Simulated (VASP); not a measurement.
## GaAs: single point with PBE

**The experiment to reproduce.**

“Evidence of valence band perturbations in GaAsN/GaAs(001): A combined variable-angle spectroscopic ellipsometry and modulated photoreflectance investigation”, 2008, arxiv:0805.2212 reports, for a bulk crystal of GaAs at 300 K: band gap 1.412 ± 0.01 eV (direct).

Crystal: GaAs.

```
Ga As
1.0
     0.00000    2.86405    2.86405
     2.86405    0.00000    2.86405
     2.86405    2.86405    0.00000
Ga As
1 1
Direct
  0.00000 0.00000 0.00000
  0.25000 0.25000 0.25000
```

| Quantity | Value |
| --- | --- |
| Program | VASP 6.6.1 |
| Task | single point |
| Functional | PBE |
| Potentials or basis | VASP PAW PBE potentials, release 64 (Ga_d, As) |
| Cutoff | 500 eV |
| k mesh | 6 × 6 × 6 |
| Occupations | gaussian, width 0.01 eV |
| Spin | no spin polarisation |
| Dipole correction | no |
| Further INCAR settings | ALGO = Normal; EDIFF = 1e-06; NBANDS = 16 |

| Property | Result |
| --- | --- |
| Pressure | 0.7 GPa |
| Band gap on the k mesh | 0.23 eV, direct |

Levels at points of the mesh, in eV from the valence-band top:
```tsv
k point	band 7	band 8	band 9	band 10	band 11	band 12
(0.00, 0.00, 0.00)	0.00	0.00	0.00	0.23	3.71	3.71
(0.50, 0.00, 0.00)	-6.44	-1.09	-1.09	0.89	4.61	4.61
(0.50, 0.50, 0.00)	-6.65	-2.55	-2.55	1.53	1.67	9.85
```

It took 16 s on 1 thread of Intel Xeon 6975P-C (shared host), peak memory 0.17 GiB.

A measured gap of GaAs is 1.412 eV (direct; 300 K; “Evidence of valence band perturbations in GaAsN/GaAs(001): A combined variable-angle spectroscopic ellipsometry and modulated photoreflectance investigation”, 2008, arxiv:0805.2212); the calculated 0.23 eV misses it by -1.19 eV. So large a miss can be the level of theory's own, or it may mean another phase, state or a wrong row. 3 values of this kind are on record (1.412 to 1.51 eV); this one was drawn at random among those near their median, those with a stated uncertainty first. Spin-orbit coupling on As, Ga is left out. The value is that of PBE, without temperature or zero-point motion. Semilocal functionals fall short of measured gaps as a rule.
